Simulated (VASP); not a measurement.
# Al2O3 (R-3c) in VASP: a series of runs

Runs on Al2O3. Level: PBE. Tasks: single point.

Program: VASP 6.6.1. These are calculated values, not measurements. Logs are shortened: lines on timing, memory, paths and dates and some standing lists are left out, and cuts for length are marked.

**What was measured.**

“Multi-petahertz electron interference in Cr:Al2O3 solid-state material”, 2018, pmc:5906618 quotes, for a bulk crystal of Al2O3: band gap 8.7 eV (optical).

The results are compared with them further down.

### 1 The cell of the first run

Symmetry: R-3c, No. 167, trigonal system. The conventional cell has a = 4.760 Å, b = 4.760 Å, c = 12.996 Å, α = 90.00°, β = 90.00°, γ = 120.00°. Within 2.5 Å of Al (site symmetry 3) lie 6 O at 1.86 to 1.97 Å. O (site symmetry 2) has 4 Al at 1.86 to 1.97 Å within 2.5 Å.

### 2 Single point, PBE

File INCAR:

```
PREC = Accurate
ENCUT = 520
EDIFF = 1E-6
ISMEAR = 0
SIGMA = 0.02
LREAL = F
LASPH = T
NELM = 80
ALGO = Normal
ISIF = 2
LWAVE = F
LCHARG = T
GGA = PE
LELF = T
LVHAR = T
NBANDS = 35
```

File KPOINTS:

```
regular mesh
0
Gamma
  6 6 6
```

File POSCAR:

```
Al2O3
1.0
    2.3802500000      1.3742379782      4.3318666667
   -2.3802500000      1.3742379782      4.3318666667
    0.0000000000     -2.7484759565      4.3318666667
Al O
4 6
Direct
    0.3520821202      0.3520821202      0.3520821202
    0.1479178798      0.1479178798      0.1479178798
    0.6479178798      0.6479178798      0.6479178798
    0.8520821202      0.8520821202      0.8520821202
    0.5564632427      0.9435367573      0.2500000000
    0.2500000000      0.5564632427      0.9435367573
    0.9435367573      0.2500000000      0.5564632427
    0.4435367573      0.0564632427      0.7500000000
    0.7500000000      0.4435367573      0.0564632427
    0.0564632427      0.7500000000      0.4435367573
```

Potentials or basis: VASP PAW PBE potentials, release 64 (Al, O).

On the command line:

```bash
$ cat potpaw_PBE.64/Al/POTCAR potpaw_PBE.64/O/POTCAR > POTCAR
$ mpirun -np 1 vasp_std > vasp.out
```

OUTCAR:

```text
PREC = Accurate
   ENCUT = 520
   EDIFF = 1E-6
   ISMEAR = 0
   LREAL = F
   LASPH = T
   NELM = 80
   ISIF = 2
   GGA = PE

 ion  position               nearest neighbor table
   1  0.352  0.352  0.352-   9 1.86  10 1.86   8 1.86   7 1.97   5 1.97   6 1.97   2 2.65   3 2.79
                             3 2.79   3 2.79   2 3.22   2 3.22   2 3.22
   2  0.148  0.148  0.148-  10 1.86   9 1.86   8 1.86   6 1.97   5 1.97   7 1.97   1 2.65   4 2.79
                             4 2.79   4 2.79   1 3.22   1 3.22   1 3.22
   3  0.648  0.648  0.648-   6 1.86   7 1.86   5 1.86  10 1.97   8 1.97   9 1.97   4 2.65   1 2.79
                             1 2.79   1 2.79   4 3.22   4 3.22   4 3.22
   4  0.852  0.852  0.852-   7 1.86   6 1.86   5 1.86   9 1.97   8 1.97  10 1.97   3 2.65   2 2.79
                             2 2.79   2 2.79   3 3.22   3 3.22   3 3.22
   5  0.556  0.944  0.250-   3 1.86   4 1.86   1 1.97   2 1.97
   6  0.250  0.556  0.944-   3 1.86   4 1.86   2 1.97   1 1.97
   7  0.944  0.250  0.556-   4 1.86   3 1.86   1 1.97   2 1.97
   8  0.444  0.056  0.750-   1 1.86   2 1.86   3 1.97   4 1.97
   9  0.750  0.444  0.056-   1 1.86   2 1.86   4 1.97   3 1.97
  10  0.056  0.750  0.444-   2 1.86   1 1.86   3 1.97   4 1.97

  LATTYP: Found a trigonal (rhomboedric) cell.
 ALAT       =     5.1302230849
 COS(alpha) =     0.5694707703

  Lattice vectors:

 A1 = (   2.3802500000,   1.3742379782,   4.3318666667)
 A2 = (  -2.3802500000,   1.3742379782,   4.3318666667)
 A3 = (   0.0000000000,  -2.7484759565,   4.3318666667)

Analysis of symmetry for initial positions (statically):
=====================================================================
 Subroutine PRICEL returns:
 Original cell was already a primitive cell.

 Routine SETGRP: Setting up the symmetry group for a
 trigonal (rhombohedral) supercell.

 Subroutine GETGRP returns: Found 12 space group operations
 (whereof  6 operations were pure point group operations)
 out of a pool of 12 trial point group operations.

The static configuration has the point symmetry S_6 .
 The point group associated with its full space group is D_3d.

Analysis of symmetry for dynamics (positions and initial velocities):
=====================================================================
 Subroutine PRICEL returns:
 Original cell was already a primitive cell.

 Routine SETGRP: Setting up the symmetry group for a
 trigonal (rhombohedral) supercell.

 Subroutine GETGRP returns: Found 12 space group operations
 (whereof  6 operations were pure point group operations)
 out of a pool of 12 trial point group operations.
[... 116 lines left out ...]
   ENCUT  =  520.0 eV  38.22 Ry    6.18 a.u.   9.54  9.54  9.54*2*pi/ulx,y,z
   NELM   =     80;   NELMIN=  2; NELMDL= -5     # of ELM steps
   EDIFF  = 0.1E-05   stopping-criterion for ELM
   LREAL  =      F    real-space projection
[... 7 lines left out ...]
   TEBEG  =    0.0;   TEEND  =   0.0 temperature during run
   PSTRESS=    0.0 pullay stress
   NELECT =      48.0000    total number of electrons
   NUPDOWN=      -1.0000    fix difference up-down
   EMIN   =  10.00;   EMAX   =-10.00  energy-range for DOS
   EFERMI =   0.00;   METHOD = LEGACY
   ISMEAR =     0;   SIGMA  =   0.02  broadening in eV -4-tet -1-fermi 0-gaus
   EFERMI_NEDOS =   21; number of points for ismear=-14 and -15
   IALGO  =     38    algorithm
   IMIX   =      4    mixing-type and parameters
     AMIX     =   0.40;   BMIX     =  1.00
     AMIX_MAG =   1.60;   BMIX_MAG =  1.00
  volume/ion in A,a.u.               =       8.50        57.37
  Fermi-wavevector in a.u.,A,eV,Ry     =   1.353064  2.556920 24.909299  1.830782
  Thomas-Fermi vector in A             =   2.480350
   LORBIT       =      0    0 simple, 1 ext, 2 COOP (PROOUT), +10 PAW based schemes
   GGA     = PE    functional components
   LHFCALC =     F    Hartree Fock is set to
   AEXX    =    0.0000 exact exchange contribution
   IVDW    =     0    specifies the selected vdW correction
   LEPSILON=     F    determine dielectric tensor
   LRPA    =     F    only Hartree local field effects (RPA)
 non-spin polarized calculation
 Gauss-broadening in eV      SIGMA  =   0.02
  energy-cutoff  :      520.00
  volume of cell :       85.02
 maximum number of plane-waves:      2308
 NGX is ok and might be reduce to    40
   NGX = 19   NGY = 19   NGZ = 19

 number of electron      48.0000013 magnetization

 Free energy of the ion-electron system (eV)
  ---------------------------------------------------
  ext. energy  EPLUGINS =         0.00000000
  ---------------------------------------------------
  free energy    TOTEN  =       -74.75248588 eV

  energy without entropy =      -74.75248588  energy(sigma->0) =      -74.75248588

 E-fermi :   6.2336     XC(G=0): -11.6853

 val. band max:        6.1375853329   @ k =   0.0000   0.0000   0.0000
 cond. band min:      12.3583098779   @ k =   0.0000   0.0000   0.0000
 fundamental gap:      6.2207245450
 Fermi energy:         6.2336375624

 k-point     1 :       0.0000    0.0000    0.0000
  band No.  band energies     occupation
      1     -13.1050      2.00000
      2     -10.7713      2.00000
      3     -10.4911      2.00000
      4     -10.4911      2.00000
      5     -10.1747      2.00000
      6     -10.1747      2.00000
[... 901 lines left out ...]
     34      19.5638      0.00000
     35      19.7104      0.00000

 [... further k-points ...]
[... 5 lines left out ...]
  --------------------------------------------------------------------------------------
  -------------------------------------------------------------------------------------
  Total        3.9299108      3.9299108      3.6199394      0.0000000     -0.0000000      0.0000000
  in kB       74.0597811     74.0597811     68.2183220      0.0000000     -0.0000000      0.0000000
  external PRESSURE =      72.1126281 kB  Pullay stress =       0.0000000 kB

 VOLUME and BASIS-vectors are now :
 -----------------------------------------------------------------------------
  energy-cutoff  :      520.00
  volume of cell :       85.02
      direct lattice vectors                 reciprocal lattice vectors
     2.380250000  1.374237978  4.331866667     0.210061968  0.121279334  0.076949121
    -2.380250000  1.374237978  4.331866667    -0.210061968  0.121279334  0.076949121
     0.000000000 -2.748475957  4.331866667     0.000000000 -0.242558668  0.076949121

 POSITION                                       TOTAL-FORCE (eV/Angst)
 -----------------------------------------------------------------------------------
      0.00000     -0.00000      4.57552        -0.000000      0.000000     -0.004453
      0.00000     -0.00000      1.92228        -0.000000     -0.000000      0.004453
      0.00000     -0.00000      8.42008        -0.000000     -0.000000      0.004453
      0.00000     -0.00000     11.07332        -0.000000      0.000000     -0.004453
     -0.92133      1.37424      7.58077         0.001379      0.000000      0.000000
     -0.72946     -1.48502      7.58077        -0.000689      0.001194      0.000000
      1.65079      0.11078      7.58077        -0.000689     -0.001194      0.000000
      0.92133     -1.37424      5.41483        -0.001379     -0.000000      0.000000
      0.72946      1.48502      5.41483         0.000689     -0.001194      0.000000
     -1.65079     -0.11078      5.41483         0.000689      0.001194      0.000000
 -----------------------------------------------------------------------------------
    total drift:                               -0.000000     -0.000000     -0.000000

  FREE ENERGIE OF THE ION-ELECTRON SYSTEM (eV)
  ---------------------------------------------------
  free  energy   TOTEN  =       -74.7524858795 eV

  energy  without entropy=      -74.7524858795  energy(sigma->0) =      -74.75248588
```

OSZICAR:

```text
N       E                     dE             d eps       ncg     rms          rms(c)
DAV:   1     0.227722753366E+03    0.22772E+03   -0.25439E+04  2240   0.131E+03
DAV:   2    -0.701249640280E+02   -0.29785E+03   -0.28763E+03  2893   0.287E+02
DAV:   3    -0.827163529165E+02   -0.12591E+02   -0.12548E+02  2909   0.599E+01
DAV:   4    -0.828136241636E+02   -0.97271E-01   -0.97210E-01  2776   0.608E+00
DAV:   5    -0.828147936719E+02   -0.11695E-02   -0.11693E-02  2799   0.667E-01    0.176E+01
DAV:   6    -0.746848470967E+02    0.81299E+01   -0.28172E+01  2738   0.284E+01    0.597E+00
DAV:   7    -0.747289342679E+02   -0.44087E-01   -0.89631E-01  2696   0.464E+00    0.329E+00
DAV:   8    -0.747482088124E+02   -0.19275E-01   -0.87219E-02  2677   0.225E+00    0.690E-01
DAV:   9    -0.747518713913E+02   -0.36626E-02   -0.22715E-02  2928   0.812E-01    0.317E-01
DAV:  10    -0.747525197792E+02   -0.64839E-03   -0.79872E-04  2517   0.168E-01    0.756E-02
DAV:  11    -0.747524834258E+02    0.36353E-04   -0.36421E-04  2832   0.109E-01    0.227E-02
DAV:  12    -0.747524863616E+02   -0.29359E-05   -0.19748E-05  2586   0.267E-02    0.566E-03
DAV:  13    -0.747524858795E+02    0.48220E-06   -0.31343E-06  2784   0.980E-03
   1 F= -.74752486E+02 E0= -.74752486E+02  d E =-.502303E-14
```

It took 63 s on 1 thread of Intel Xeon Platinum 8559C (Emerald Rapids), shared host; peak memory 0.26 GiB.

Results:

```yaml
Free_energy: -74.7525 eV
Pressure: 7.2 GPa
Largest_force: 0.004 eV/Å
Band_gap_on_the_k_mesh: 6.22 eV, direct
```

Forces on the atoms (eV/Å):
```
Al   0.000  0.000 -0.004
Al   0.000  0.000  0.004
Al   0.000  0.000  0.004
Al   0.000  0.000 -0.004
O    0.001  0.000  0.000
O   -0.001  0.001  0.000
O   -0.001 -0.001  0.000
O   -0.001  0.000  0.000
O    0.001 -0.001  0.000
O    0.001  0.001  0.000
```

A k mesh can miss the band edges. PBE gaps usually lie below the measured ones, often by a third to a half.

### 3 Single point, PBE (volume scaled by 0.97, then relaxed in part)

File INCAR:

```
SYSTEM = Al2O3
  PREC = Accurate
  ENCUT = 520
  EDIFF = 1E-6
  ISMEAR = 0
  SIGMA = 0.02
  LREAL = .False.
  LASPH = .True.
  NELM = 80
  ALGO = Normal
  ISIF = 2
  LWAVE = .False.
  LCHARG = .True.
  GGA = PE
  LELF = .True.
  LVHAR = .True.
  NBANDS = 35
```

File KPOINTS:

```
Automatic mesh
0
Gamma
  6 6 6
  0 0 0
```

File POSCAR:

```
Al2O3
1.0
    2.3809913617      1.3746660036      4.3269457549
   -2.3809913617      1.3746660036      4.3269457549
    0.0000000000     -2.7493320072      4.3269457549
Al O
4 6
Direct
    0.3520993619      0.3520993619      0.3520993619
    0.1479006381      0.1479006381      0.1479006381
    0.6479006381      0.6479006381      0.6479006381
    0.8520993619      0.8520993619      0.8520993619
    0.5564351811      0.9435648189      0.2500000000
    0.2500000000      0.5564351811      0.9435648189
    0.9435648189      0.2500000000      0.5564351811
    0.4435648189      0.0564351811      0.7500000000
    0.7500000000      0.4435648189      0.0564351811
    0.0564351811      0.7500000000      0.4435648189
```

Potentials or basis: VASP PAW PBE potentials, release 64 (Al, O).

On the command line:

```bash
$ cat potpaw_PBE.64/Al/POTCAR potpaw_PBE.64/O/POTCAR > POTCAR
$ mpirun -np 1 vasp_std > vasp.out
```

It took 60 s on 1 thread of Intel Xeon Platinum 8559C (Emerald Rapids), shared host; peak memory 0.26 GiB.

It converged, with:

- Free energy: -74.7506 eV
- Pressure: 7.3 GPa
- Band gap on the k mesh: 6.22 eV, direct

Forces on the atoms (eV/Å):
```
Al   0.000  0.000  0.002
Al   0.000  0.000 -0.002
Al   0.000  0.000 -0.002
Al   0.000  0.000  0.002
O    0.002  0.000  0.000
O   -0.001  0.001  0.000
O   -0.001 -0.001  0.000
O   -0.002  0.000  0.000
O    0.001 -0.001  0.000
O    0.001  0.001  0.000
```

Levels at points of the mesh, in eV from the valence-band top:
```tsv
k point	band 22	band 23	band 24	band 25	band 26	band 27
(0.00, 0.00, 0.00)	-0.05	-0.05	0.00	6.22	9.12	10.74
(0.50, 0.00, 0.00)	-0.91	-0.28	-0.28	9.46	9.46	9.64
(0.50, 0.50, 0.00)	-0.92	-0.74	-0.26	9.62	9.73	9.93
(0.50, 0.50, 0.50)	-0.39	-0.39	-0.39	8.67	8.67	11.09
```

Caveat: the cell differs from its parent crystal (volume scaled by 0.97, then relaxed in part). A k mesh can miss the band edges.

### 4 Single point, PBE

This run uses another cell than the first one, of 8.76 Å³/atom, 1.030 times its volume.

File INCAR:

```
ALGO = Normal ; EDIFF = 1E-6
ENCUT = 520 ; GGA = PE
ISIF = 2 ; ISMEAR = 0
LASPH = T ; LCHARG = T
LELF = T ; LREAL = F
LVHAR = T ; LWAVE = F
NBANDS = 35 ; NELM = 80
PREC = Accurate ; SIGMA = 0.02
```

File KPOINTS:

```
k-points
0
Gamma
  6 6 6
```

File POSCAR:

```
Al2O3
1.0
    2.4043547753      1.3881548767      4.3744983284
   -2.4043547753      1.3881548767      4.3744983284
    0.0000000000     -2.7763097535      4.3744983284
Al O
4 6
Direct
    0.3521453632      0.3521453632      0.3521453632
    0.1478546368      0.1478546368      0.1478546368
    0.6478546368      0.6478546368      0.6478546368
    0.8521453632      0.8521453632      0.8521453632
    0.5561715225      0.9438284775      0.2500000000
    0.2500000000      0.5561715225      0.9438284775
    0.9438284775      0.2500000000      0.5561715225
    0.4438284775      0.0561715225      0.7500000000
    0.7500000000      0.4438284775      0.0561715225
    0.0561715225      0.7500000000      0.4438284775
```

On the command line:

```bash
$ cat potpaw_PBE.64/Al/POTCAR potpaw_PBE.64/O/POTCAR > POTCAR
$ mpirun -np 1 vasp_std > vasp.out
```

It took 60 s on 1 thread of Intel Xeon Platinum 8559C (Emerald Rapids), shared host; peak memory 0.26 GiB.

The run converged. Its results:

* Free energy: -74.8122 eV
* Pressure: -0.1 GPa
* Largest force: 0.004 eV/Å
* Band gap on the k mesh: 5.85 eV, direct

Forces on the atoms (eV/Å):
```
Al   0.000  0.000  0.004
Al   0.000  0.000 -0.004
Al   0.000  0.000 -0.004
Al   0.000  0.000  0.004
O    0.000  0.000  0.000
O    0.000  0.000  0.000
O    0.000  0.000  0.000
O    0.000  0.000  0.000
O    0.000  0.000  0.000
O    0.000  0.000  0.000
```

Levels at points of the mesh, in eV from the valence-band top:
```csv
k point,band 20,band 21,band 22,band 23,band 24,band 25,band 26,band 27,band 28,band 29
"(0.00, 0.00, 0.00)",-0.46,-0.46,-0.03,-0.03,0.00,5.85,8.90,10.36,11.27,11.27
"(0.50, 0.00, 0.00)",-1.28,-0.86,-0.86,-0.25,-0.25,9.13,9.13,9.35,9.35,11.60
"(0.50, 0.50, 0.00)",-1.25,-0.97,-0.87,-0.70,-0.23,9.35,9.49,9.61,10.14,10.90
"(0.50, 0.50, 0.50)",-1.92,-0.35,-0.35,-0.35,-0.35,8.35,8.35,10.84,10.84,12.08
```

### 5 Single point, PBE

This run uses another cell than the first one, of 8.76 Å³/atom, 1.030 times its volume.

File INCAR:

```
SYSTEM = Al2O3
PREC = Accurate
ENCUT = 520
EDIFF = 1E-6
ISMEAR = 0
SIGMA = 0.02
LREAL = .FALSE.
LASPH = .TRUE.
NELM = 100
ALGO = Normal
ISIF = 2
LWAVE = .FALSE.
LCHARG = .FALSE.
GGA = PE
NBANDS = 35
```

File KPOINTS:

```
Automatic mesh
0
G
  6 6 6
  0 0 0
```

POSCAR is that of step 4.

On the command line:

```bash
$ cat potpaw_PBE.64/Al/POTCAR potpaw_PBE.64/O/POTCAR > POTCAR
$ mpirun -np 1 vasp_std > vasp.out
```

Wall time 65 s (1 thread of Intel Xeon Platinum 8559C (Emerald Rapids), shared host); peak memory 0.26 GiB.

The run converged. Its results:

- Free energy: -74.8122 eV
- Pressure: -0.1 GPa
- Largest force: 0.004 eV/Å
- Band gap on the k mesh: 5.85 eV, direct

Forces on the atoms (eV/Å):
```
Al   0.000  0.000  0.004
Al   0.000  0.000 -0.004
Al   0.000  0.000 -0.004
Al   0.000  0.000  0.004
O    0.000  0.000  0.000
O    0.000  0.000  0.000
O    0.000  0.000  0.000
O    0.000  0.000  0.000
O    0.000  0.000  0.000
O    0.000  0.000  0.000
```

Levels at points of the mesh, in eV from the valence-band top:
| k point | band 21 | band 22 | band 23 | band 24 | band 25 | band 26 | band 27 | band 28 |
| --- | --- | --- | --- | --- | --- | --- | --- | --- |
| (0.00, 0.00, 0.00) | -0.46 | -0.03 | -0.03 | 0.00 | 5.85 | 8.90 | 10.36 | 11.27 |
| (0.50, 0.00, 0.00) | -0.86 | -0.86 | -0.25 | -0.25 | 9.13 | 9.13 | 9.35 | 9.35 |
| (0.50, 0.50, 0.00) | -0.97 | -0.87 | -0.70 | -0.23 | 9.35 | 9.49 | 9.61 | 10.14 |
| (0.50, 0.50, 0.50) | -0.35 | -0.35 | -0.35 | -0.35 | 8.35 | 8.35 | 10.84 | 10.84 |

### 6 Single point, PBE (volume scaled by 1.03, then relaxed in part)

File INCAR:

```
SYSTEM = Al2O3
ALGO = Normal ; EDIFF = 1E-6
ENCUT = 520 ; GGA = PE
ISIF = 2 ; ISMEAR = 0
LASPH = .TRUE. ; LCHARG = .FALSE.
LREAL = .FALSE. ; LWAVE = .FALSE.
NBANDS = 35 ; NELM = 100
PREC = Accurate ; SIGMA = 0.02
```

File KPOINTS:

```
k-points
0
G
  6 6 6
  0 0 0
```

File POSCAR:

```
Al2O3
1.0
    2.4272672306      1.4013833890      4.4210700400
   -2.4272672306      1.4013833890      4.4210700400
    0.0000000000     -2.8027667780      4.4210700400
Al O
4 6
Direct
    0.3521909946      0.3521909946      0.3521909946
    0.1478090054      0.1478090054      0.1478090054
    0.6478090054      0.6478090054      0.6478090054
    0.8521909946      0.8521909946      0.8521909946
    0.5559231414      0.9440768586      0.2500000000
    0.2500000000      0.5559231414      0.9440768586
    0.9440768586      0.2500000000      0.5559231414
    0.4440768586      0.0559231414      0.7500000000
    0.7500000000      0.4440768586      0.0559231414
    0.0559231414      0.7500000000      0.4440768586
```

Potentials or basis: VASP PAW PBE potentials, release 64 (Al, O).

On the command line:

```bash
$ cat potpaw_PBE.64/Al/POTCAR potpaw_PBE.64/O/POTCAR > POTCAR
$ mpirun -np 1 vasp_std > vasp.out
```

It took 57 s on 1 thread of Intel Xeon Platinum 8559C (Emerald Rapids), shared host; peak memory 0.26 GiB.

Results (log left out):

| Property | Result |
| --- | --- |
| Free energy | -74.7599 eV |
| Pressure | -6.6 GPa |
| Largest force | 0.004 eV/Å |
| Band gap on the k mesh | 5.50 eV, direct |

Forces on the atoms (eV/Å):
```
Al   0.000  0.000  0.004
Al   0.000  0.000 -0.004
Al   0.000  0.000 -0.004
Al   0.000  0.000  0.004
O   -0.003  0.000  0.000
O    0.001 -0.002  0.000
O    0.001  0.002  0.000
O    0.003  0.000  0.000
O   -0.001  0.002  0.000
O   -0.001 -0.002  0.000
```

Levels at points of the mesh, in eV from the valence-band top:
```tsv
k point	band 22	band 23	band 24	band 25	band 26	band 27
(0.00, 0.00, 0.00)	-0.01	-0.01	0.00	5.50	8.69	10.00
(0.50, 0.00, 0.00)	-0.80	-0.22	-0.22	8.79	8.79	9.08
(0.50, 0.50, 0.00)	-0.82	-0.65	-0.21	8.98	9.30	9.35
(0.50, 0.50, 0.50)	-0.32	-0.32	-0.32	8.04	8.04	10.60
```

Caveat: the cell differs from its parent crystal (volume scaled by 1.03, then relaxed in part).

### 7 The runs side by side

```tsv
cell	gap on the mesh (eV)	pressure (GPa)
a = 5.130 Å, angles 55.3°, 10 atoms	6.22	7.2
a = 5.127 Å, angles 55.3°, 10 atoms	6.22	7.3
a = 5.181 Å, angles 55.3°, 10 atoms	5.85	-0.1
a = 5.235 Å, angles 55.3°, 10 atoms	5.50	-6.6
```

Alike in all rows: task single point; level PBE; potentials or basis VASP PAW PBE potentials, release 64 (Al, O); no spin polarisation; k mesh 6 × 6 × 6; cutoff (eV) 520; smearing gaussian 0.02 eV.

Absolute energies hang on the potentials; compare differences alone.

### 8 Against experiment

Step 4. Against the measured gap of Al2O3, 8.7 eV (optical; quoted in “Multi-petahertz electron interference in Cr:Al2O3 solid-state material”, 2018, pmc:5906618), the calculated 5.85 eV is off by -2.85 eV. The value is that of PBE, without temperature or zero-point motion. Semilocal functionals fall short of measured gaps as a rule.

Step 5. A measured gap of Al2O3 is 8.7 eV (optical; quoted in “Multi-petahertz electron interference in Cr:Al2O3 solid-state material”, 2018, pmc:5906618); the calculated 5.85 eV misses it by -2.85 eV. The value is that of PBE, without temperature or zero-point motion. Semilocal functionals fall short of measured gaps as a rule.
